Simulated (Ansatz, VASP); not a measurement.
One calculation of Sr4Ti3CuO12, two programs

INCAR

```
  PREC = Accurate
  ENCUT = 520
  EDIFF = 1E-7
  ISMEAR = 0
  SIGMA = 0.05
  LREAL = Auto
  LASPH = T
  NELM = 150
  ALGO = Normal
  ISIF = 2
  LWAVE = F
  LCHARG = F
  LMAXMIX = 4
  LDAU = T
  LDAUTYPE = 2
  LDAUL = -1 2 -1 -1
  LDAUU = 0 5 0 0
  LDAUJ = 0 0 0 0
  LDAUPRINT = 1
  GGA = PS
  NBANDS = 96
```

File KPOINTS:

```
Automatic mesh
0
Gamma
  3 3 2
```

POSCAR

```
Sr4Ti3CuO12
1.0
    3.9033639000      3.9033639000      0.0000000000
   -3.9033639000      3.9033639000      0.0000000000
    0.0000000000      0.0000000000      7.8067278000
Sr Cu Ti O
4 1 3 12
Direct
    0.5005489436      0.0003741732      0.2430387891
    0.5006528970      0.0004919305      0.7557448610
    0.0004508967      0.5004022308      0.2430205960
    0.0005097432      0.5003655605      0.7557459547
    0.0004522283      0.0003767232      0.9997182821
    0.0006067437      0.0004475854      0.4997275882
    0.5004190115      0.5004590721      0.9991170116
    0.5005624592      0.5003567228      0.4991130627
    0.0008317476      0.9971366078      0.2575468864
    0.9999811921      0.0037528390      0.7420353094
    0.5001895557      0.5030610042      0.2499405994
    0.5007012073      0.4974099815      0.7497739832
    0.2500286460      0.7472081711      0.9981803427
    0.2528116067      0.7498681011      0.5015751966
    0.7509239659      0.2536261597      0.0016050466
    0.7482557233      0.2510031364      0.4982178741
    0.2535702835      0.2501157008      0.0013361447
    0.2510811461      0.2526943130      0.4985939043
    0.7470406179      0.7509466049      0.9984826013
    0.7499467470      0.7480198912      0.5012534812
```

Input for Ansatz:

```yaml
crystal:
  lattice:
    - [3.9033639, 3.9033639, 0.0]
    - [-3.9033639, 3.9033639, 0.0]
    - [0.0, 0.0, 7.8067278]
  atoms:
    - { symbol: Sr, position: [0.5005489436, 0.0003741732, 0.2430387891] }
    - { symbol: Sr, position: [0.500652897, 0.0004919305, 0.755744861] }
    - { symbol: Sr, position: [0.0004508967, 0.5004022308, 0.243020596] }
    - { symbol: Sr, position: [0.0005097432, 0.5003655605, 0.7557459547] }
    - { symbol: Cu, position: [0.0004522283, 0.0003767232, 0.9997182821] }
    - { symbol: Ti, position: [0.0006067437, 0.0004475854, 0.4997275882] }
    - { symbol: Ti, position: [0.5004190115, 0.5004590721, 0.9991170116] }
    - { symbol: Ti, position: [0.5005624592, 0.5003567228, 0.4991130627] }
    - { symbol: O, position: [0.0008317476, 0.9971366078, 0.2575468864] }
    - { symbol: O, position: [0.9999811921, 0.003752839, 0.7420353094] }
    - { symbol: O, position: [0.5001895557, 0.5030610042, 0.2499405994] }
    - { symbol: O, position: [0.5007012073, 0.4974099815, 0.7497739832] }
    - { symbol: O, position: [0.250028646, 0.7472081711, 0.9981803427] }
    - { symbol: O, position: [0.2528116067, 0.7498681011, 0.5015751966] }
    - { symbol: O, position: [0.7509239659, 0.2536261597, 0.0016050466] }
    - { symbol: O, position: [0.7482557233, 0.2510031364, 0.4982178741] }
    - { symbol: O, position: [0.2535702835, 0.2501157008, 0.0013361447] }
    - { symbol: O, position: [0.2510811461, 0.252694313, 0.4985939043] }
    - { symbol: O, position: [0.7470406179, 0.7509466049, 0.9984826013] }
    - { symbol: O, position: [0.749946747, 0.7480198912, 0.5012534812] }
basis:
  ecutwfc: 420
  ecutrho_ratio: 4
kpoints:
  mp_grid: { grid: [3, 3, 2] }
hamiltonian:
  xc: pbesol
  hubbard: { sites: [{ site: 4, l: d, u_eff: 5.0 }] }
scf:
  occupations: { method: gaussian, width: 0.05 }
  lower_state_search: "off"
  max_iter: 150
output:
  forces: true
  stress: true
  eigenvalues: true
  populations: true
  hubbard: { sites: [{ site: 4, l: d }] }
```

Alike in both runs: task single point; functional PBEsol; k mesh 3 × 3 × 2; occupations gaussian, width 0.05 eV; no spin polarisation; Hubbard terms Cu d U = 5.0 eV.

|  | VASP | Ansatz |
| --- | --- | --- |
| version | VASP 6.6.1 | Ansatz 0.2.0 |
| potentials or method | VASP PAW PBE potentials, release 64 (Sr_sv, Cu, Ti_sv, O), cutoff 520 eV | scalar-relativistic, plane waves, PAW |
| valence electrons in the cell | 159 | 167 |

```csv
,VASP,Ansatz,Ansatz less VASP
gap on the k mesh at the Fermi level (eV),none,none,-
pressure (GPa),-2.4,-2.4,+0.01
"traceless stress, the component that is largest in VASP (GPa)",1.37,1.34,-0.025
rms of the force components (eV/Å),0.089,0.044,-0.0451
```

VASP's potentials were made for PBE, not for PBEsol. The programs project onto different local orbitals, so the same U acts differently, and such runs can settle in different states. Atom by atom the forces differ by 0.097 eV/Å (rms over components). A gap of «none» marks a metal or a gap that the smearing closes. VASP's potentials hold 159 valence electrons a cell and Ansatz's 167, so a difference there can come from the potentials and not from the codes. Ansatz's warnings: filled band counts differ across k points.

The k mesh is coarse, so the values compare programs but aren't converged.
